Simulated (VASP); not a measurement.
# SiNi (P2_13) in VASP: single point with PBE

Aim: the single point of SiNi with PBE.

Everything below comes from runs of VASP 6.6.1. Logs are shortened: lines on timing, memory, paths and dates and some standing lists are left out, and cuts for length are marked.

## 1. The cell of the first run

It takes space group P2_13 (No. 198, cubic). The conventional cell has a = 4.497 Å, b = 4.497 Å, c = 4.497 Å, α = 90.00°, β = 90.00°, γ = 90.00°. Ni (site symmetry 3) has 7 Si at 2.23 to 2.47 Å and 6 Ni at 2.77 Å within 3.0 Å. Si (site symmetry 3) has 7 Ni at 2.23 to 2.47 Å and 6 Si at 2.76 Å within 3.0 Å.

## 2. Single point, PBE, collinear spin, ferromagnetic start

The input, INCAR:

```
PREC = Accurate
ENCUT = 520
EDIFF = 1E-7
ISMEAR = -1
SIGMA = 0.1
LREAL = False
LASPH = True
NELM = 150
ALGO = Normal
ISIF = 2
LWAVE = False
LCHARG = True
ISPIN = 2
MAGMOM = 2 2 2 2 0 0 0 0
LORBIT = 11
LMAXMIX = 4
GGA = PE
LELF = True
LVHAR = True
NBANDS = 42
```

The input, KPOINTS:

```
Automatic mesh
0
Gamma
  5 5 5
```

The input, POSCAR:

```
SiNi
1.0
    4.4967800000      0.0000000000      0.0000000000
    0.0000000000      4.4967800000      0.0000000000
    0.0000000000      0.0000000000      4.4967800000
Ni Si
4 4
Direct
    0.1470000000      0.1470000000      0.1470000000
    0.3530000000      0.8530000000      0.6470000000
    0.6470000000      0.3530000000      0.8530000000
    0.8530000000      0.6470000000      0.3530000000
    0.8601000000      0.8601000000      0.8601000000
    0.6399000000      0.1399000000      0.3601000000
    0.3601000000      0.6399000000      0.1399000000
    0.1399000000      0.3601000000      0.6399000000
```

Potentials or basis: VASP PAW PBE potentials, release 64 (Ni, Si).

Run with:

```sh
$ cat potpaw_PBE.64/Ni/POTCAR potpaw_PBE.64/Si/POTCAR > POTCAR
$ mpirun -np 1 vasp_std > vasp.out
```

OUTCAR:

```text
PREC = Accurate
   ENCUT = 520
   EDIFF = 1E-7
   ISMEAR = -1
   LREAL = False
   LASPH = True
   NELM = 150
   ISIF = 2
   ISPIN = 2
   LORBIT = 11
   GGA = PE

 ion  position               nearest neighbor table
   1  0.147  0.147  0.147-   5 2.23   6 2.41   7 2.41   8 2.41   8 2.47   7 2.47   6 2.47   2 2.77
                             3 2.77   4 2.77   4 2.77   3 2.77   2 2.77
   2  0.353  0.853  0.647-   6 2.23   5 2.41   7 2.41   8 2.41   5 2.47   8 2.47   7 2.47   4 2.77
                             1 2.77   1 2.77   3 2.77   3 2.77   4 2.77
   3  0.647  0.353  0.853-   7 2.23   6 2.41   5 2.41   8 2.41   5 2.47   6 2.47   8 2.47   4 2.77
                             1 2.77   4 2.77   2 2.77   1 2.77   2 2.77
   4  0.853  0.647  0.353-   8 2.23   6 2.41   7 2.41   5 2.41   7 2.47   5 2.47   6 2.47   3 2.77
                             1 2.77   3 2.77   1 2.77   2 2.77   2 2.77
   5  0.860  0.860  0.860-   1 2.23   2 2.41   3 2.41   4 2.41   4 2.47   3 2.47   2 2.47   6 2.76
                             6 2.76   7 2.76   8 2.76   8 2.76   7 2.76
   6  0.640  0.140  0.360-   2 2.23   1 2.41   3 2.41   4 2.41   1 2.47   4 2.47   3 2.47   7 2.76
                             8 2.76   5 2.76   5 2.76   7 2.76   8 2.76
   7  0.360  0.640  0.140-   3 2.23   2 2.41   1 2.41   4 2.41   1 2.47   2 2.47   4 2.47   6 2.76
                             8 2.76   8 2.76   6 2.76   5 2.76   5 2.76
   8  0.140  0.360  0.640-   4 2.23   2 2.41   3 2.41   1 2.41   3 2.47   1 2.47   2 2.47   6 2.76
                             7 2.76   7 2.76   5 2.76   5 2.76   6 2.76

  LATTYP: Found a simple cubic cell.
 ALAT       =     4.4967800000

  Lattice vectors:

 A1 = (   4.4967800000,   0.0000000000,   0.0000000000)
 A2 = (   0.0000000000,   4.4967800000,   0.0000000000)
 A3 = (   0.0000000000,   0.0000000000,   4.4967800000)

Analysis of symmetry for initial positions (statically):
=====================================================================
 Subroutine PRICEL returns:
 Original cell was already a primitive cell.

 Routine SETGRP: Setting up the symmetry group for a
 simple cubic supercell.

 Subroutine GETGRP returns: Found 12 space group operations
 (whereof  3 operations were pure point group operations)
 out of a pool of 48 trial point group operations.

The static configuration has the point symmetry C_3 .
 The point group associated with its full space group is T   .

Analysis of symmetry for dynamics (positions and initial velocities):
=====================================================================
 Subroutine PRICEL returns:
 Original cell was already a primitive cell.

 Routine SETGRP: Setting up the symmetry group for a
 simple cubic supercell.

 Subroutine GETGRP returns: Found 12 space group operations
 (whereof  3 operations were pure point group operations)
 out of a pool of 48 trial point group operations.

The dynamic configuration has the point symmetry C_3 .
 The point group associated with its full space group is T   .

Analysis of structural, dynamic, and magnetic symmetry:
=====================================================================
 Subroutine PRICEL returns:
 Original cell was already a primitive cell.

 Routine SETGRP: Setting up the symmetry group for a
 simple cubic supercell.

 Subroutine GETGRP returns: Found 12 space group operations
 (whereof  3 operations were pure point group operations)
 out of a pool of 48 trial point group operations.

The overall configuration has the point symmetry C_3 .
 The point group associated with its full space group is T   .

 Subroutine INISYM returns: Found 12 space group operations
 (whereof  3 operations are pure point group operations),
 and found     1 'primitive' translations

----------------------------------------------------------------------------------------

                                     Primitive cell

  volume of cell :      90.9295

  direct lattice vectors                    reciprocal lattice vectors
     4.496780000  0.000000000  0.000000000     0.222381348  0.000000000  0.000000000
     0.000000000  4.496780000  0.000000000     0.000000000  0.222381348  0.000000000
     0.000000000  0.000000000  4.496780000     0.000000000  0.000000000  0.222381348

  length of vectors
     4.496780000  4.496780000  4.496780000     0.222381348  0.222381348  0.222381348

  position of ions in fractional coordinates (direct lattice)
     0.147000000  0.147000000  0.147000000
[... 67 lines left out ...]
   PREC   = accura    normal or accurate (medium, high low for compatibility)
   ISTART =      0    job   : 0-new  1-cont  2-samecut
   ICHARG =      2    charge: 1-file 2-atom 10-const
   ISPIN  =      2    spin polarized calculation?
   LNONCOLLINEAR =      F non collinear calculations
   LSORBIT =      F    spin-orbit coupling
   LASPH  =      T    aspherical Exc in radial PAW
   ENCUT  =  520.0 eV  38.22 Ry    6.18 a.u.   8.36  8.36  8.36*2*pi/ulx,y,z
   NELM   =    150;   NELMIN=  2; NELMDL= -5     # of ELM steps
   EDIFF  = 0.1E-06   stopping-criterion for ELM
   LREAL  =      F    real-space projection
   EDIFFG = 0.1E-05   stopping-criterion for IOM
   NSW    =      0    number of steps for IOM
   IBRION =     -1    ionic relax: 0-MD 1-quasi-New 2-CG
   NFREE  =      0    steps in history (QN), initial steepest desc. (CG)
   ISIF   =      2    stress and relaxation
   ISYM   =      2    0-nonsym 1-usesym 2-fastsym
   POTIM  = 0.5000    time-step for ionic-motion
   TEBEG  =    0.0;   TEEND  =   0.0 temperature during run
   PSTRESS=    0.0 pullay stress
   NELECT =      56.0000    total number of electrons
   NUPDOWN=      -1.0000    fix difference up-down
   EMIN   =  10.00;   EMAX   =-10.00  energy-range for DOS
   EFERMI =   0.00;   METHOD = LEGACY
   ISMEAR =    -1;   SIGMA  =   0.10  broadening in eV -4-tet -1-fermi 0-gaus
   EFERMI_NEDOS =   21; number of points for ismear=-14 and -15
   IALGO  =     38    algorithm
   IMIX   =      4    mixing-type and parameters
     AMIX     =   0.40;   BMIX     =  1.00
     AMIX_MAG =   1.60;   BMIX_MAG =  1.00
  volume/ion in A,a.u.               =      11.37        76.70
  Fermi-wavevector in a.u.,A,eV,Ry     =   1.392844  2.632094 26.395505  1.940015
  Thomas-Fermi vector in A             =   2.516548
   LORBIT       =     11    0 simple, 1 ext, 2 COOP (PROOUT), +10 PAW based schemes
   GGA     = PE    functional components
   LHFCALC =     F    Hartree Fock is set to
   AEXX    =    0.0000 exact exchange contribution
   IVDW    =     0    specifies the selected vdW correction
   LEPSILON=     F    determine dielectric tensor
   LRPA    =     F    only Hartree local field effects (RPA)
 spin polarized calculation
  energy-cutoff  :      520.00
  volume of cell :       90.93
 maximum number of plane-waves:      2473
 NGX is ok and might be reduce to    36
   NGX = 17   NGY = 17   NGZ = 17

 number of electron      56.0000063 magnetization       0.0002702

 number of electron      56.0000063 magnetization      -0.0001411

 Free energy of the ion-electron system (eV)
  ---------------------------------------------------
  ext. energy  EPLUGINS =         0.00000000
  ---------------------------------------------------
  free energy    TOTEN  =       -46.59907778 eV

  energy without entropy =      -46.50419905  energy(sigma->0) =      -46.55163841

 E-fermi :  11.9932     XC(G=0): -12.5828

 val. band max:       11.8740708664   @ k =   0.4000   0.0000   0.0000
 cond. band min:      12.0624203919   @ k =   0.2000   0.2000   0.0000
 fundamental gap:      0.1883495255
 Fermi energy:        11.9932221080

 spin component 1

 k-point     1 :       0.0000    0.0000    0.0000
  band No.  band energies     occupation
      1      -2.2735      1.00000
      2       3.1546      1.00000
      3       3.1546      1.00000
      4       3.1546      1.00000
      5       5.7233      1.00000
      6       5.7233      1.00000
[... 462 lines left out ...]
     39      18.4808      0.00000
     40      18.7417      0.00000
 Fermi energy:        11.9932221080

 spin component 2

 k-point     1 :       0.0000    0.0000    0.0000
  band No.  band energies     occupation
      1      -2.2735      1.00000
      2       3.1546      1.00000
      3       3.1546      1.00000
      4       3.1546      1.00000
      5       5.7232      1.00000
      6       5.7232      1.00000
[... 462 lines left out ...]
     39      18.4807      0.00000
     40      18.7417      0.00000
 [bands above 40 left out]

------------------------ aborting loop because EDIFF is reached ----------------------------------------

  FORCE on cell =-STRESS in cart. coord.  units (eV):
  Direction    XX          YY          ZZ          XY          YZ          ZX
  --------------------------------------------------------------------------------------
  -------------------------------------------------------------------------------------
  Total        2.1931118      2.1931118      2.1931118      0.0000000      0.0000000      0.0000000
  in kB       38.6426087     38.6426087     38.6426087      0.0000000      0.0000000      0.0000000
  external PRESSURE =      38.6426087 kB  Pullay stress =       0.0000000 kB

 VOLUME and BASIS-vectors are now :
 -----------------------------------------------------------------------------
  energy-cutoff  :      520.00
  volume of cell :       90.93
      direct lattice vectors                 reciprocal lattice vectors
     4.496780000  0.000000000  0.000000000     0.222381348  0.000000000  0.000000000
     0.000000000  4.496780000  0.000000000     0.000000000  0.222381348  0.000000000
     0.000000000  0.000000000  4.496780000     0.000000000  0.000000000  0.222381348

 POSITION                                       TOTAL-FORCE (eV/Angst)
 -----------------------------------------------------------------------------------
      0.66103      0.66103      0.66103         0.204341      0.204341      0.204341
      1.58736      3.83575      2.90942        -0.204341     -0.204341      0.204341
      2.90942      1.58736      3.83575         0.204341     -0.204341     -0.204341
      3.83575      2.90942      1.58736        -0.204341      0.204341     -0.204341
      3.86768      3.86768      3.86768        -0.684952     -0.684952     -0.684952
      2.87749      0.62910      1.61929         0.684952      0.684952     -0.684952
      1.61929      2.87749      0.62910        -0.684952      0.684952      0.684952
      0.62910      1.61929      2.87749         0.684952     -0.684952      0.684952
 -----------------------------------------------------------------------------------
    total drift:                                0.000000      0.000000      0.000000

  FREE ENERGIE OF THE ION-ELECTRON SYSTEM (eV)
  ---------------------------------------------------
  free  energy   TOTEN  =       -46.5990777809 eV

  energy  without entropy=      -46.5041990454  energy(sigma->0) =      -46.55163841

 total charge

# of ion       s       p       d       tot
------------------------------------------
    1        0.455   0.610   8.501   9.565
    2        0.455   0.610   8.501   9.565
    3        0.455   0.610   8.501   9.565
    4        0.455   0.610   8.501   9.565
    5        0.738   0.854   0.000   1.592
    6        0.738   0.854   0.000   1.592
    7        0.738   0.854   0.000   1.592
    8        0.738   0.854   0.000   1.592
--------------------------------------------------
tot          4.772   5.853  34.002  44.627

 magnetization (x)

# of ion       s       p       d       tot
------------------------------------------
    1       -0.000   0.000  -0.000  -0.000
    2       -0.000   0.000  -0.000  -0.000
    3       -0.000   0.000  -0.000  -0.000
    4       -0.000   0.000  -0.000  -0.000
    5       -0.000  -0.000   0.000  -0.000
    6       -0.000  -0.000   0.000  -0.000
    7       -0.000  -0.000   0.000  -0.000
    8       -0.000  -0.000   0.000  -0.000
--------------------------------------------------
tot         -0.000  -0.000  -0.000  -0.000
```

Wall time 70 s (1 thread of Intel Xeon Platinum 8488C (Sapphire Rapids), shared host); peak memory 0.26 GiB.

Results:

| Item | Value |
| --- | --- |
| Free energy | -46.5991 eV |
| Pressure | 3.9 GPa |
| Largest force | 1.186 eV/Å |
| Band gap on the k mesh | zero (filled and empty bands overlap) |
| Net moment | 0.00 μB per cell |
| Valence electrons inside the program's atomic spheres | Ni 9.56; Si 1.59 |

Forces on the atoms (eV/Å):
```
Ni   0.204  0.204  0.204
Ni  -0.204 -0.204  0.204
Ni   0.204 -0.204 -0.204
Ni  -0.204  0.204 -0.204
Si  -0.685 -0.685 -0.685
Si   0.685  0.685 -0.685
Si  -0.685  0.685  0.685
Si   0.685 -0.685  0.685
```

Caveat: the starting moments collapsed, and a magnetic state may lie lower; forces of over 1 eV/Å act on the atoms, so gaps and moduli don't describe the material at rest.
